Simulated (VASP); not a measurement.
# Ta4C3 (Pm-3m) in VASP: a series of runs, part 2 of 2

VASP 6.6.1.

**4. Single point, r2SCAN (11.63 Å³/atom)**

This run uses another cell than the first one, of 11.63 Å³/atom.

File POSCAR:

```
Ta4C3
1.0
    4.3344661330      0.0000000000      0.0000000000
    0.0000000000      4.3344661330      0.0000000000
    0.0000000000      0.0000000000      4.3344661330
Ta C
4 3
Direct
    0.0000000000      0.5000000000      0.5000000000
    0.5000000000      0.0000000000      0.5000000000
    0.5000000000      0.5000000000      0.0000000000
    0.0000000000      0.0000000000      0.0000000000
    0.5000000000      0.0000000000      0.0000000000
    0.0000000000      0.5000000000      0.0000000000
    0.0000000000      0.0000000000      0.5000000000
```

File INCAR.step1:

```
PREC = Accurate
ENCUT = 520
ISMEAR = 0
SIGMA = 0.1
LREAL = F
LASPH = T
NELM = 60
NBANDS = 37
GGA = PE
ALGO = Normal
EDIFF = 1E-4
LWAVE = T
LCHARG = F
```

File INCAR.step2:

```
PREC = Accurate
ENCUT = 520
EDIFF = 1E-6
ISMEAR = 0
SIGMA = 0.1
LREAL = F
LASPH = T
NELM = 60
ALGO = Normal
ISIF = 2
LWAVE = F
LCHARG = T
METAGGA = R2SCAN
LMIXTAU = T
LELF = T
LVHAR = T
NBANDS = 37
ISTART = 1
```

File KPOINTS:

```
regular mesh
0
Gamma
  8 8 8
```

Potentials or basis: VASP PAW PBE potentials, release 64 (Ta_pv, C).

On the command line:

```sh
$ cat potpaw_PBE.64/Ta_pv/POTCAR potpaw_PBE.64/C/POTCAR > POTCAR
$ cp INCAR.step1 INCAR
$ mpirun -np 1 vasp_std > vasp.out
$ cp INCAR.step2 INCAR
$ mpirun -np 1 vasp_std > vasp.out
```

OUTCAR:

```text
PREC = Accurate
   ENCUT = 520
   EDIFF = 1E-6
   ISMEAR = 0
   LREAL = F
   LASPH = T
   NELM = 60
   ISIF = 2
   METAGGA = R2SCAN
   ISTART = 1

 ion  position               nearest neighbor table
   1  0.000  0.500  0.500-   6 2.17   7 2.17   6 2.17   7 2.17   3 3.06   3 3.06   4 3.06   4 3.06
                             2 3.06   4 3.06   2 3.06   4 3.06   2 3.06   3 3.06   3 3.06   2 3.06
   2  0.500  0.000  0.500-   5 2.17   7 2.17   5 2.17   7 2.17   3 3.06   3 3.06   4 3.06   4 3.06
                             1 3.06   3 3.06   3 3.06   1 3.06   4 3.06   1 3.06   4 3.06   1 3.06
   3  0.500  0.500  0.000-   5 2.17   6 2.17   5 2.17   6 2.17   2 3.06   1 3.06   2 3.06   2 3.06
                             4 3.06   4 3.06   2 3.06   1 3.06   4 3.06   1 3.06   1 3.06   4 3.06
   4  0.000  0.000  0.000-   5 2.17   6 2.17   7 2.17   7 2.17   6 2.17   5 2.17   1 3.06   2 3.06
                             1 3.06   1 3.06   3 3.06   2 3.06   1 3.06   2 3.06   3 3.06   3 3.06
   5  0.500  0.000  0.000-   2 2.17   3 2.17   4 2.17   2 2.17   3 2.17   4 2.17
   6  0.000  0.500  0.000-   1 2.17   3 2.17   4 2.17   1 2.17   4 2.17   3 2.17
   7  0.000  0.000  0.500-   1 2.17   2 2.17   4 2.17   4 2.17   1 2.17   2 2.17

  LATTYP: Found a simple cubic cell.
 ALAT       =     4.3344661330

  Lattice vectors:

 A1 = (   4.3344661330,   0.0000000000,   0.0000000000)
 A2 = (   0.0000000000,   4.3344661330,   0.0000000000)
[... 198 lines left out ...]
      4     -28.0632      2.00000
      5     -28.0632      2.00000
      6     -28.0632      2.00000
[... 949 lines left out ...]
     36      11.8041      0.00000
     37      12.1519      0.00000

 [... further k-points ...]

------------------------ aborting loop because EDIFF is reached ----------------------------------------

  FORCE on cell =-STRESS in cart. coord.  units (eV):
  Direction    XX          YY          ZZ          XY          YZ          ZX
  --------------------------------------------------------------------------------------
  -------------------------------------------------------------------------------------
  Total       11.6859585     11.6859585     11.6859585     -0.0000000     -0.0000000     -0.0000000
  in kB      229.9154105    229.9154105    229.9154105     -0.0000000     -0.0000000     -0.0000000
  external PRESSURE =     229.9154105 kB  Pullay stress =       0.0000000 kB

 VOLUME and BASIS-vectors are now :
 -----------------------------------------------------------------------------
  energy-cutoff  :      520.00
  volume of cell :       81.43
      direct lattice vectors                 reciprocal lattice vectors
     4.334466133  0.000000000  0.000000000     0.230708920  0.000000000  0.000000000
     0.000000000  4.334466133  0.000000000     0.000000000  0.230708920  0.000000000
     0.000000000  0.000000000  4.334466133     0.000000000  0.000000000  0.230708920

 POSITION                                       TOTAL-FORCE (eV/Angst)
 -----------------------------------------------------------------------------------
      0.00000      2.16723      2.16723         0.000000      0.000000      0.000000
      2.16723      0.00000      2.16723         0.000000      0.000000      0.000000
      2.16723      2.16723      0.00000         0.000000      0.000000      0.000000
      0.00000      0.00000      0.00000         0.000000      0.000000      0.000000
      2.16723      0.00000      0.00000         0.000000      0.000000      0.000000
      0.00000      2.16723      0.00000         0.000000      0.000000      0.000000
      0.00000      0.00000      2.16723         0.000000      0.000000      0.000000
 -----------------------------------------------------------------------------------
    total drift:                                0.000000     -0.000000     -0.000000

  FREE ENERGIE OF THE ION-ELECTRON SYSTEM (eV)
  ---------------------------------------------------
  free  energy   TOTEN  =      -227.4058795107 eV

  energy  without entropy=     -227.3903992078  energy(sigma->0) =     -227.39813936
```

OUTCAR.step1:

```text
PREC = Accurate
   ENCUT = 520
   ISMEAR = 0
   LREAL = F
[... 1204 lines left out ...]
      0.00000      0.00000      0.00000         0.000000      0.000000      0.000000
      2.16723      0.00000      0.00000         0.000000      0.000000      0.000000
      0.00000      2.16723      0.00000         0.000000      0.000000      0.000000
      0.00000      0.00000      2.16723         0.000000      0.000000      0.000000
 -----------------------------------------------------------------------------------
    total drift:                                0.000000     -0.000000     -0.000000

  FREE ENERGIE OF THE ION-ELECTRON SYSTEM (eV)
  ---------------------------------------------------
  free  energy   TOTEN  =       -77.6469021252 eV

  energy  without entropy=      -77.6312013029  energy(sigma->0) =      -77.63905171
```

Wall time 5.7 min (1 thread of Intel Xeon 8259CL, shared host); peak memory 0.24 GiB.

What came out:

```yaml
Free_energy: -227.4059 eV
Pressure: 23.0 GPa
Band_gap_on_the_k_mesh: zero (bands 28 and 29 overlap by 1.04 eV)
```

Caveat: the cell stands under pressure; the PAW data sets were made with another functional, which shifts forces and pressure a little; spin-orbit coupling is left out, which moves the levels of the heavy elements.

**5. Single point, r2SCAN (12.00 Å³/atom)**

This run uses another cell than the first one, of 12.00 Å³/atom.

Changes to POSCAR since step 4:

```diff
@@ -2,5 +2,5 @@
 1.0
-    4.3344661330      0.0000000000      0.0000000000
-    0.0000000000      4.3344661330      0.0000000000
-    0.0000000000      0.0000000000      4.3344661330
+    4.3800954454      0.0000000000      0.0000000000
+    0.0000000000      4.3800954454      0.0000000000
+    0.0000000000      0.0000000000      4.3800954454
 Ta C
```

File INCAR.step1:

```
ALGO = Normal ; EDIFF = 1E-4
ENCUT = 520 ; GGA = PE
ISMEAR = 0 ; LASPH = T
LCHARG = F ; LREAL = F
LWAVE = T ; NBANDS = 37
NELM = 80 ; PREC = Accurate
SIGMA = 0.1
```

File INCAR.step2:

```
ALGO = Normal ; EDIFF = 1E-6
ENCUT = 520 ; ISIF = 2
ISMEAR = 0 ; ISTART = 1
LASPH = T ; LCHARG = T
LELF = T ; LMIXTAU = T
LREAL = F ; LVHAR = T
LWAVE = F ; METAGGA = R2SCAN
NBANDS = 37 ; NELM = 80
PREC = Accurate ; SIGMA = 0.1
```

File KPOINTS:

```
k-points
0
Gamma
  8 8 8
```

On the command line:

```sh
$ cat potpaw_PBE.64/Ta_pv/POTCAR potpaw_PBE.64/C/POTCAR > POTCAR
$ cp INCAR.step1 INCAR
$ mpirun -np 1 vasp_std > vasp.out
$ cp INCAR.step2 INCAR
$ mpirun -np 1 vasp_std > vasp.out
```

Wall time 8.8 min (1 thread of Intel Xeon 8259CL, shared host); peak memory 0.27 GiB.

It converged, with:

| Property | Result |
| --- | --- |
| Free energy | -227.6812 eV |
| Pressure | 11.2 GPa |
| Band gap on the k mesh | zero (bands 28 and 29 overlap by 0.99 eV) |

Levels at points of the mesh, in eV from the Fermi level:
```csv
k point,band 24,band 25,band 26,band 27,band 28,band 29,band 30,band 31,band 32,band 33
"(0.00, 0.00, 0.00)",-1.38,-1.38,-0.63,-0.63,-0.63,-0.44,-0.44,-0.44,1.56,1.56
"(0.50, 0.00, 0.00)",-2.94,-2.27,-2.03,-2.03,0.35,0.35,0.89,2.16,2.67,2.67
"(0.50, 0.50, 0.00)",-4.61,-2.02,-1.80,-0.37,-0.37,2.05,2.05,2.08,2.33,3.85
"(0.50, 0.50, 0.50)",-5.42,-1.13,-1.13,-1.13,-0.26,3.73,3.73,3.73,3.85,3.85
```

Caveat: the cell stands under pressure; the PAW data sets were made with another functional, which shifts forces and pressure a little; spin-orbit coupling is left out, which moves the levels of the heavy elements.

**6. Single point, r2SCAN**

This run uses another cell than the first one, of 12.38 Å³/atom.

Changes to POSCAR since step 5:

```diff
@@ -2,5 +2,5 @@
 1.0
-    4.3800954454      0.0000000000      0.0000000000
-    0.0000000000      4.3800954454      0.0000000000
-    0.0000000000      0.0000000000      4.3800954454
+    4.4247933841      0.0000000000      0.0000000000
+    0.0000000000      4.4247933841      0.0000000000
+    0.0000000000      0.0000000000      4.4247933841
 Ta C
```

File INCAR.step1:

```
SYSTEM = Ta4C3
PREC = Accurate ; ENCUT = 520
ISMEAR = 0 ; SIGMA = 0.1
LREAL = .False. ; LASPH = .True.
NELM = 80 ; NBANDS = 37
GGA = PE ; ALGO = Normal
EDIFF = 1E-4 ; LWAVE = .True.
LCHARG = .False.
```

File INCAR.step2:

```
SYSTEM = Ta4C3
PREC = Accurate ; ENCUT = 520
EDIFF = 1E-6 ; ISMEAR = 0
SIGMA = 0.1 ; LREAL = .False.
LASPH = .True. ; NELM = 80
ALGO = Normal ; ISIF = 2
LWAVE = .False. ; LCHARG = .False.
METAGGA = R2SCAN ; LMIXTAU = .True.
NBANDS = 37 ; ISTART = 1
```

File KPOINTS:

```
regular mesh
0
Gamma
  8 8 8
  0 0 0
```

Potentials or basis: VASP PAW PBE potentials, release 64 (Ta_pv, C).

On the command line:

```sh
$ cat potpaw_PBE.64/Ta_pv/POTCAR potpaw_PBE.64/C/POTCAR > POTCAR
$ cp INCAR.step1 INCAR
$ mpirun -np 1 vasp_std > vasp.out
$ cp INCAR.step2 INCAR
$ mpirun -np 1 vasp_std > vasp.out
```

Wall time 9.6 min (1 thread of Intel Xeon 8259CL, shared host); peak memory 0.27 GiB.

It converged, with:

```yaml
Free_energy: -227.7796 eV
Pressure: 1.1 GPa
Band_gap_on_the_k_mesh: zero (bands 28 and 29 overlap by 0.95 eV)
```

Levels at points of the mesh, in eV from the Fermi level:
```
           k point  band 25  band 26  band 27  band 28  band 29  band 30  band 31  band 32
(0.00, 0.00, 0.00)    -1.40    -0.64    -0.64    -0.64    -0.42    -0.42    -0.42     1.49
(0.50, 0.00, 0.00)    -2.17    -2.00    -2.00     0.33     0.33     0.83     2.06     2.58
(0.50, 0.50, 0.00)    -1.99    -1.75    -0.36    -0.36     1.97     1.97     2.02     2.25
(0.50, 0.50, 0.50)    -1.09    -1.09    -1.09    -0.34     3.56     3.56     3.56     3.69
```

Caveat: the PAW data sets were made with another functional, which shifts forces and pressure a little; spin-orbit coupling is left out, which moves the levels of the heavy elements.

**7. The runs side by side**

| cell | gap on the mesh (eV) | pressure (GPa) |
| --- | --- | --- |
| a = 4.240 Å, 7 atoms | none | 52.9 |
| a = 4.288 Å, 7 atoms | none | 36.8 |
| a = 4.334 Å, 7 atoms | none | 23.0 |
| a = 4.380 Å, 7 atoms | none | 11.2 |
| a = 4.425 Å, 7 atoms | none | 1.1 |

Alike in all rows: task single point; level r2SCAN; potentials or basis VASP PAW PBE potentials, release 64 (Ta_pv, C); no spin polarisation; k mesh 8 × 8 × 8; cutoff (eV) 520; smearing gaussian 0.1 eV.

Caveats: the PAW data sets were made with another functional, which shifts forces and pressure a little; spin-orbit coupling is left out, which moves the levels of the heavy elements; the cell stands under pressure (at least some runs).

Total energies depend on the potentials used, so only differences within one code and one set of settings carry meaning.
